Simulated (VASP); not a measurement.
# ZrBr2F2 in VASP: further runs

The runs below take ZrBr2F2 through single point, with PBE.

All numbers are computed with VASP 6.6.1; they aren't measurements. Logs are shortened: lines on timing, memory, paths and dates and some standing lists are left out, and cuts for length are marked.

## Step 1: The cell of the first run

The cell holds a sheet with vacuum, 5 atoms: a = 4.221 Å, b = 4.221 Å, c = 30.005 Å, α = 90.00°, β = 90.00°, γ = 90.00°.

## Step 2: Single point, PBE

File INCAR:

```
  PREC = Accurate
  ENCUT = 520
  EDIFF = 1E-7
  ISMEAR = 0
  SIGMA = 0.1
  LREAL = F
  LASPH = T
  NELM = 100
  ALGO = Normal
  ISIF = 2
  LWAVE = F
  LCHARG = F
  LDIPOL = T
  IDIPOL = 3
  DIPOL = 0.5 0.5 0.297
  GGA = PE
  NBANDS = 28
```

File KPOINTS:

```
regular mesh
0
Gamma
  10 10 1
```

File POSCAR:

```
ZrBr2F2
1.0
    4.2207407647      0.0000000000      0.0000000000
    0.0000000000      4.2207407647      0.0000000000
    0.0000000000      0.0000000000     30.0053603200
Zr Br F
1 2 2
Direct
    0.5000000000      0.5000000000      0.2854743096
    0.5000000000      0.0000000000      0.3462974754
    0.0000000000      0.5000000000      0.3462974754
    0.0000000000      0.5000000000      0.2545325113
    0.5000000000      0.0000000000      0.2545325113
```

Potentials or basis: VASP PAW PBE potentials, release 64 (Zr_sv, Br, F).

Command:

```console
$ cat potpaw_PBE.64/Zr_sv/POTCAR potpaw_PBE.64/Br/POTCAR potpaw_PBE.64/F/POTCAR > POTCAR
$ mpirun -np 1 vasp_std > vasp.out
```

OUTCAR:

```text
PREC = Accurate
   ENCUT = 520
   EDIFF = 1E-7
   ISMEAR = 0
   LREAL = F
   LASPH = T
   NELM = 100
   ISIF = 2
   GGA = PE

 ion  position               nearest neighbor table
   1  0.500  0.500  0.285-   4 2.31   5 2.31   5 2.31   4 2.31   2 2.79   2 2.79   3 2.79   3 2.79

   2  0.500  0.000  0.346-   1 2.79   1 2.79
   3  0.000  0.500  0.346-   1 2.79   1 2.79
   4  0.000  0.500  0.255-   1 2.31   1 2.31
   5  0.500  0.000  0.255-   1 2.31   1 2.31

  LATTYP: Found a simple tetragonal cell.
 ALAT       =     4.2207407647
 C/A-ratio  =     7.1090270625

  Lattice vectors:

 A1 = (   4.2207407647,   0.0000000000,   0.0000000000)
 A2 = (   0.0000000000,   4.2207407647,   0.0000000000)
 A3 = (   0.0000000000,   0.0000000000,  30.0053603200)

Analysis of symmetry for initial positions (statically):
=====================================================================
 Subroutine PRICEL returns:
 Original cell was already a primitive cell.

 Routine SETGRP: Setting up the symmetry group for a
 simple tetragonal supercell.

 Subroutine GETGRP returns: Found  8 space group operations
 (whereof  8 operations were pure point group operations)
 out of a pool of 16 trial point group operations.

The static configuration has the point symmetry C_4v.

Analysis of symmetry for dynamics (positions and initial velocities):
=====================================================================
 Subroutine PRICEL returns:
 Original cell was already a primitive cell.

 Routine SETGRP: Setting up the symmetry group for a
 simple tetragonal supercell.

 Subroutine GETGRP returns: Found  8 space group operations
 (whereof  8 operations were pure point group operations)
 out of a pool of 16 trial point group operations.

The dynamic configuration has the point symmetry C_4v.

 Subroutine INISYM returns: Found  8 space group operations
 (whereof  8 operations are pure point group operations),
 and found     1 'primitive' translations

----------------------------------------------------------------------------------------

                                     Primitive cell

  volume of cell :     534.5351

  direct lattice vectors                    reciprocal lattice vectors
     4.220740765  0.000000000  0.000000000     0.236925236  0.000000000  0.000000000
     0.000000000  4.220740765  0.000000000     0.000000000  0.236925236  0.000000000
     0.000000000  0.000000000 30.005360320     0.000000000  0.000000000  0.033327378

  length of vectors
     4.220740765  4.220740765 30.005360320     0.236925236  0.236925236  0.033327378

  position of ions in fractional coordinates (direct lattice)
     0.500000000  0.500000000  0.285474310
     0.500000000  0.000000000  0.346297475
     0.000000000  0.500000000  0.346297475
     0.000000000  0.500000000  0.254532511
     0.500000000  0.000000000  0.254532511

  ion indices of the primitive-cell ions
   primitive index   ion index
                 1           1
                 2           2
                 3           3
                 4           4
                 5           5

----------------------------------------------------------------------------------------

 KPOINTS: regular mesh

Automatic generation of k-mesh.
 Grid dimensions read from file:
 generate k-points for:   10   10    1

 Generating k-lattice:

  Cartesian coordinates                     Fractional coordinates (reciprocal lattice)
     0.023692524  0.000000000  0.000000000     0.100000000  0.000000000  0.000000000
     0.000000000  0.023692524  0.000000000     0.000000000  0.100000000  0.000000000
     0.000000000  0.000000000  0.033327378     0.000000000  0.000000000  1.000000000

  Length of vectors
     0.023692524  0.023692524  0.033327378

  Shift w.r.t. Gamma in fractional coordinates (k-lattice)
     0.000000000  0.000000000  0.000000000

 Subroutine IBZKPT returns following result:
 ===========================================

 Found     21 irreducible k-points:

 Following reciprocal coordinates:
            Coordinates               Weight
  0.000000  0.000000  0.000000      1.000000
  0.100000  0.000000  0.000000      4.000000
  0.200000  0.000000  0.000000      4.000000
  0.300000  0.000000  0.000000      4.000000
  0.400000  0.000000  0.000000      4.000000
  0.500000  0.000000  0.000000      2.000000
[... 13 lines left out ...]
  0.500000  0.400000  0.000000      4.000000
  0.500000  0.500000  0.000000      1.000000
   k-points           NKPTS =     21   k-points in BZ     NKDIM =     21   number of bands    NBANDS=     28
   number of dos      NEDOS =    301   number of ions     NIONS =      5
   total plane-waves  NPLWV = 229376
   dimension x,y,z NGX =    32 NGY =   32 NGZ =  224
   dimension x,y,z NGXF=    64 NGYF=   64 NGZF=  448
   ions per type =               1   2   2
   NGX,Y,Z   is equivalent  to a cutoff of  12.60, 12.60, 12.41 a.u.
   NGXF,Y,Z  is equivalent  to a cutoff of  25.21, 25.21, 24.82 a.u.
 SYSTEM =  unknown system
   PREC   = accura    normal or accurate (medium, high low for compatibility)
   ISTART =      0    job   : 0-new  1-cont  2-samecut
   ICHARG =      2    charge: 1-file 2-atom 10-const
   ISPIN  =      1    spin polarized calculation?
   LNONCOLLINEAR =      F non collinear calculations
   LSORBIT =      F    spin-orbit coupling
   LASPH  =      T    aspherical Exc in radial PAW
   ENCUT  =  520.0 eV  38.22 Ry    6.18 a.u.   7.85  7.85 55.79*2*pi/ulx,y,z
   NELM   =    100;   NELMIN=  2; NELMDL= -5     # of ELM steps
   EDIFF  = 0.1E-06   stopping-criterion for ELM
   LREAL  =      F    real-space projection
   EDIFFG = 0.1E-05   stopping-criterion for IOM
   NSW    =      0    number of steps for IOM
   IBRION =     -1    ionic relax: 0-MD 1-quasi-New 2-CG
   NFREE  =      0    steps in history (QN), initial steepest desc. (CG)
   ISIF   =      2    stress and relaxation
   ISYM   =      2    0-nonsym 1-usesym 2-fastsym
   POTIM  = 0.5000    time-step for ionic-motion
   TEBEG  =    0.0;   TEEND  =   0.0 temperature during run
   PSTRESS=    0.0 pullay stress
   NELECT =      40.0000    total number of electrons
   NUPDOWN=      -1.0000    fix difference up-down
   EMIN   =  10.00;   EMAX   =-10.00  energy-range for DOS
   EFERMI =   0.00;   METHOD = LEGACY
   ISMEAR =     0;   SIGMA  =   0.10  broadening in eV -4-tet -1-fermi 0-gaus
   EFERMI_NEDOS =   21; number of points for ismear=-14 and -15
   IALGO  =     38    algorithm
   IMIX   =      4    mixing-type and parameters
     AMIX     =   0.40;   BMIX     =  1.00
     AMIX_MAG =   1.60;   BMIX_MAG =  1.00
  volume/ion in A,a.u.               =     106.91       721.44
  Fermi-wavevector in a.u.,A,eV,Ry     =   0.689873  1.303672  6.475358  0.475925
  Thomas-Fermi vector in A             =   1.771082
   LORBIT       =      0    0 simple, 1 ext, 2 COOP (PROOUT), +10 PAW based schemes
   GGA     = PE    functional components
   LHFCALC =     F    Hartree Fock is set to
   AEXX    =    0.0000 exact exchange contribution
   IVDW    =     0    specifies the selected vdW correction
   LEPSILON=     F    determine dielectric tensor
   LRPA    =     F    only Hartree local field effects (RPA)
 non-spin polarized calculation
 Gauss-broadening in eV      SIGMA  =   0.10
  energy-cutoff  :      520.00
  volume of cell :      534.54
 maximum number of plane-waves:     14466
 NGX is ok and might be reduce to    32
   NGX = 15   NGY = 15   NGZ =111

 dipolmoment           0.000000      0.000000     -0.000001 electrons x Angstroem

 number of electron      39.9999976 magnetization

 dipolmoment           0.000000      0.000000      0.009996 electrons x Angstroem

 Free energy of the ion-electron system (eV)
  ---------------------------------------------------
  ext. energy  EPLUGINS =         0.00000000
  ---------------------------------------------------
  free energy    TOTEN  =       -25.26144002 eV

  energy without entropy =      -25.24698461  energy(sigma->0) =      -25.25421231

 E-fermi :  -2.8948     XC(G=0):  -2.0348

 val. band max:       -2.9122877906   @ k =   0.4000   0.4000   0.0000
 cond. band min:      -2.8682983852   @ k =   0.1000   0.0000   0.0000
 fundamental gap:      0.0439894054
 Fermi energy:        -2.8948148894

 k-point     1 :       0.0000    0.0000    0.0000
  band No.  band energies     occupation
      1     -54.7627      2.00000
      2     -32.7435      2.00000
      3     -32.6293      2.00000
      4     -32.6293      2.00000
      5     -27.2401      2.00000
      6     -27.1148      2.00000
[... 20 lines left out ...]
     27       1.1817      0.00000
     28       1.6768      0.00000

 k-point     2 :       0.1000    0.0000    0.0000
  band No.  band energies     occupation
      1     -54.7625      2.00000
      2     -32.7426      2.00000
      3     -32.6427      2.00000
      4     -32.6290      2.00000
      5     -27.2272      2.00000
      6     -27.1062      2.00000
[... 20 lines left out ...]
     27       1.3018      0.00000
     28       1.7630      0.00000

 k-point     3 :       0.2000    0.0000    0.0000
  band No.  band energies     occupation
      1     -54.7620      2.00000
      2     -32.7414      2.00000
      3     -32.6764      2.00000
      4     -32.6284      2.00000
      5     -27.2019      2.00000
      6     -27.0760      2.00000
[... 20 lines left out ...]
     27       1.6030      0.00000
     28       2.0206      0.00000

 k-point     4 :       0.3000    0.0000    0.0000
  band No.  band energies     occupation
      1     -54.7614      2.00000
      2     -32.7483      2.00000
      3     -32.7088      2.00000
      4     -32.6276      2.00000
      5     -27.1844      2.00000
      6     -27.0263      2.00000
[... 485 lines left out ...]
     27       3.1489      0.00000
     28       3.2274      0.00000

 k-point    20 :       0.5000    0.4000    0.0000
  band No.  band energies     occupation
      1     -54.7589      2.00000
      2     -32.7789      2.00000
      3     -32.7666      2.00000
      4     -32.6933      2.00000
      5     -26.9792      2.00000
      6     -26.9595      2.00000
[... 20 lines left out ...]
     27       3.2237      0.00000
     28       3.7351      0.00000

 k-point    21 :       0.5000    0.5000    0.0000
  band No.  band energies     occupation
      1     -54.7588      2.00000
      2     -32.7787      2.00000
      3     -32.7787      2.00000
      4     -32.6929      2.00000
      5     -26.9592      2.00000
      6     -26.9592      2.00000
[... 20 lines left out ...]
     27       3.2066      0.00000
     28       4.2594      0.00000

------------------------ aborting loop because EDIFF is reached ----------------------------------------

 vacuum level on the upper side and lower side of the slab       (xc-potential included)         0.043        -0.057

  FORCE on cell =-STRESS in cart. coord.  units (eV):
  Direction    XX          YY          ZZ          XY          YZ          ZX
  --------------------------------------------------------------------------------------
  -------------------------------------------------------------------------------------
  Total        0.0078720      0.0078720     -0.0599785      0.0000000     -0.0000000      0.0000000
  in kB        0.0235948      0.0235948     -0.1797753      0.0000000     -0.0000000      0.0000000
  external PRESSURE =      -0.0441952 kB  Pullay stress =       0.0000000 kB

 VOLUME and BASIS-vectors are now :
 -----------------------------------------------------------------------------
  energy-cutoff  :      520.00
  volume of cell :      534.54
      direct lattice vectors                 reciprocal lattice vectors
     4.220740765  0.000000000  0.000000000     0.236925236  0.000000000  0.000000000
     0.000000000  4.220740765  0.000000000     0.000000000  0.236925236  0.000000000
     0.000000000  0.000000000 30.005360320     0.000000000  0.000000000  0.033327378

 POSITION                                       TOTAL-FORCE (eV/Angst)
 -----------------------------------------------------------------------------------
      2.11037      2.11037      8.56576         0.000000      0.000000     -0.000492
      2.11037      0.00000     10.39078         0.000000     -0.000000      0.006725
      0.00000      2.11037     10.39078         0.000000     -0.000000      0.006725
      0.00000      2.11037      7.63734        -0.000000     -0.000000     -0.006480
      2.11037      0.00000      7.63734         0.000000     -0.000000     -0.006480
 -----------------------------------------------------------------------------------
    total drift:                                0.000000      0.000000      0.000248

  FREE ENERGIE OF THE ION-ELECTRON SYSTEM (eV)
  ---------------------------------------------------
  free  energy   TOTEN  =       -25.2614400158 eV

  energy  without entropy=      -25.2469846125  energy(sigma->0) =      -25.25421231

 vacuum level on the upper side and lower side of the slab         1.716         1.615
```

Run time: 4.3 min. Hardware: 1 thread of Intel Xeon 6975P-C (Granite Rapids), shared host; peak memory 0.69 GiB.

Results:

```
Free energy            : -25.2614 eV
Largest force          : 0.007 eV/Å
Band gap on the k mesh : zero (band 20 reaches -2.67 eV, above the bottom of band 21 at -2.94 eV)
```

Forces in eV/Å, atoms in the order of the input:
```
Zr   0.000  0.000  0.000
Br   0.000  0.000  0.007
Br   0.000  0.000  0.007
F    0.000  0.000 -0.006
F    0.000  0.000 -0.006
```

Levels at points of the mesh, in eV from the Fermi level:
| k point | band 16 | band 17 | band 18 | band 19 | band 20 | band 21 | band 22 | band 23 | band 24 | band 25 |
| --- | --- | --- | --- | --- | --- | --- | --- | --- | --- | --- |
| (0.00, 0.00, 0.00) | -5.10 | -4.22 | -2.45 | -1.11 | -1.11 | -0.05 | -0.02 | 2.11 | 2.11 | 2.45 |
| (0.50, 0.00, 0.00) | -4.35 | -3.72 | -3.37 | -3.37 | -3.30 | 0.28 | 0.65 | 1.32 | 2.10 | 2.18 |
| (0.50, 0.50, 0.00) | -4.71 | -3.57 | -3.57 | -0.96 | 0.22 | 0.32 | 0.60 | 1.18 | 1.18 | 2.80 |

## Step 3: Single point, PBE

File INCAR:

```
PREC = Accurate ; ENCUT = 520
EDIFF = 1E-6 ; ISMEAR = 0
SIGMA = 0.1 ; LREAL = F
LASPH = T ; NELM = 100
ALGO = Normal ; ISIF = 2
LWAVE = F ; LCHARG = F
LDIPOL = T ; IDIPOL = 3
DIPOL = 0.5 0.5 0.297 ; GGA = PE
NBANDS = 28
```

KPOINTS is that of step 2.

File POSCAR:

```
ZrBr2F2
1.0
    4.2185524913      0.0000000000      0.0000000000
    0.0000000000      4.2185524913      0.0000000000
    0.0000000000      0.0000000000     30.0053603200
Zr Br F
1 2 2
Direct
    0.5000000000      0.5000000000      0.2854633063
    0.5000000000      0.0000000000      0.3462978764
    0.0000000000      0.5000000000      0.3462978764
    0.0000000000      0.5000000000      0.2545376119
    0.5000000000      0.0000000000      0.2545376119
```

Potentials or basis: VASP PAW PBE potentials, release 64 (Zr_sv, Br, F).

Command:

```console
$ cat potpaw_PBE.64/Zr_sv/POTCAR potpaw_PBE.64/Br/POTCAR potpaw_PBE.64/F/POTCAR > POTCAR
$ mpirun -np 1 vasp_std > vasp.out
```

It took 3.8 min on 1 thread of Intel Xeon 6975P-C (Granite Rapids), shared host; peak memory 0.69 GiB.

It converged, with:

* Free energy: -25.2613 eV
* Largest force: 0.011 eV/Å
* Band gap on the k mesh: zero (band 20 reaches -2.66 eV, above the bottom of band 21 at -2.94 eV)

Forces on the atoms (eV/Å):
```
Zr   0.000  0.000  0.004
Br   0.000  0.000  0.009
Br   0.000  0.000  0.009
F    0.000  0.000 -0.011
F    0.000  0.000 -0.011
```

Levels at points of the mesh, in eV from the Fermi level:
| k point | band 18 | band 19 | band 20 | band 21 | band 22 | band 23 |
| --- | --- | --- | --- | --- | --- | --- |
| (0.00, 0.00, 0.00) | -2.45 | -1.11 | -1.11 | -0.05 | -0.02 | 2.11 |
| (0.50, 0.00, 0.00) | -3.38 | -3.37 | -3.31 | 0.28 | 0.65 | 1.32 |
| (0.50, 0.50, 0.00) | -3.58 | -0.96 | 0.22 | 0.33 | 0.60 | 1.18 |

## Step 4: Single point, PBE

This run uses another cell than the first one, of 59.43 Å³/atom, 0.556 times its volume.

File INCAR:

```
SYSTEM = ZrBr2F2
PREC = Accurate
ENCUT = 520
EDIFF = 1E-6
ISMEAR = 0
SIGMA = 0.1
LREAL = .FALSE.
LASPH = .TRUE.
NELM = 100
ALGO = Normal
ISIF = 2
LWAVE = .FALSE.
LCHARG = .FALSE.
LDIPOL = .TRUE.
IDIPOL = 3
DIPOL = 0.5 0.5 0.496
GGA = PE
NBANDS = 28
```

File KPOINTS:

```
Automatic mesh
0
G
  4 4 1
  0 0 0
```

File POSCAR:

```
ZrBr2F2
1.0
    4.0631974800      0.0000000000      0.0000000000
    0.0000000000      4.0631974800      0.0000000000
    0.0000000000      0.0000000000     18.0000000000
Zr Br F
1 2 2
Direct
    0.5000000000      0.5000000000      0.4790000000
    0.5000000000      0.0000000000      0.5861855600
    0.0000000000      0.5000000000      0.5861855600
    0.0000000000      0.5000000000      0.4138144400
    0.5000000000      0.0000000000      0.4138144400
```

Command:

```console
$ cat potpaw_PBE.64/Zr_sv/POTCAR potpaw_PBE.64/Br/POTCAR potpaw_PBE.64/F/POTCAR > POTCAR
$ mpirun -np 1 vasp_std > vasp.out
```

It took 44 s on 1 thread of Intel Xeon 6975P-C (Granite Rapids), shared host; peak memory 0.36 GiB.

It converged, with:

```yaml
Free_energy: -24.5895 eV
Largest_force: 1.659 eV/Å
Band_gap_on_the_k_mesh: zero (band 20 reaches -1.73 eV, above the bottom of band 21 at -2.10 eV)
```

Forces on the atoms (eV/Å):
```
Zr   0.000  0.000 -1.386
Br   0.000  0.000 -0.966
Br   0.000  0.000 -0.966
F    0.000  0.000  1.659
F    0.000  0.000  1.659
```

Levels at points of the mesh, in eV from the Fermi level:
```tsv
k point	band 17	band 18	band 19	band 20	band 21	band 22	band 23	band 24
(0.00, 0.00, 0.00)	-4.38	-2.77	-0.75	-0.75	-0.18	0.22	2.15	2.15
(0.50, 0.00, 0.00)	-4.31	-3.85	-3.56	-3.46	0.47	0.61	1.71	1.81
(0.50, 0.50, 0.00)	-4.15	-3.92	-0.43	0.19	0.63	0.83	1.59	1.59
```

Caveat: the k points lie up to 0.39 Å⁻¹ apart.

## Step 5: The runs side by side

| cell | k mesh | gap on the mesh (eV) | largest force (eV/Å) |
| --- | --- | --- | --- |
| a = 4.221, b = 4.221, c = 30.005 Å, 5 atoms | 10 × 10 × 1 | none | 0.01 |
| a = 4.219, b = 4.219, c = 30.005 Å, 5 atoms | 10 × 10 × 1 | none | 0.01 |
| a = 4.063, b = 4.063, c = 18.000 Å, 5 atoms | 4 × 4 × 1 | none | 1.66 |

Alike in all rows: task single point; level PBE; potentials or basis VASP PAW PBE potentials, release 64 (Zr_sv, Br, F); no spin polarisation; cutoff (eV) 520; smearing gaussian 0.1 eV.

Caveats: some runs use coarse meshes.

Total energies depend on the potentials used, so only differences within one code and one set of settings carry meaning.
